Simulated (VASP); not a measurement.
A run of VASP 6.6.1:

File INCAR:

```
SYSTEM = KI
PREC = Accurate
ENCUT = 520
EDIFF = 1E-7
ISMEAR = 0
SIGMA = 0.01
LREAL = .FALSE.
LASPH = .TRUE.
NELM = 80
ALGO = Normal
ISIF = 2
LWAVE = .FALSE.
LCHARG = .FALSE.
GGA = PS
IVDW = 13
NBANDS = 24
```

KPOINTS

```
Automatic mesh
0
G
  5 5 3
  0 0 0
```

File POSCAR:

```
KI
1.0
    2.5126600000     -4.2552300000      0.0000000000
    2.5126600000      4.2552300000      0.0000000000
    0.0000000000      0.0000000000      8.6765900000
K I
2 2
Direct
    0.5000000000      0.5000000000      0.5000000000
    0.5000000000      0.5000000000      0.0000000000
    0.8402300000      0.1597700000      0.2500000000
    0.1597700000      0.8402300000      0.7500000000
```

Potentials or basis: VASP PAW PBE potentials, release 64 (K_sv, I).

Run with:

```sh
$ cat potpaw_PBE.64/K_sv/POTCAR potpaw_PBE.64/I/POTCAR > POTCAR
$ mpirun -np 1 vasp_std > vasp.out
```

Hardware: 1 thread of Intel(R) Xeon(R) 6975P-C (Granite Rapids), on a shared host.

Task: How long does it take, and how much memory?

Result: Wall time 76 s on 1 thread of Intel(R) Xeon(R) 6975P-C (Granite Rapids), on a shared host, peak memory 0.34 GiB. Counts: scf iterations 15, k points 18.
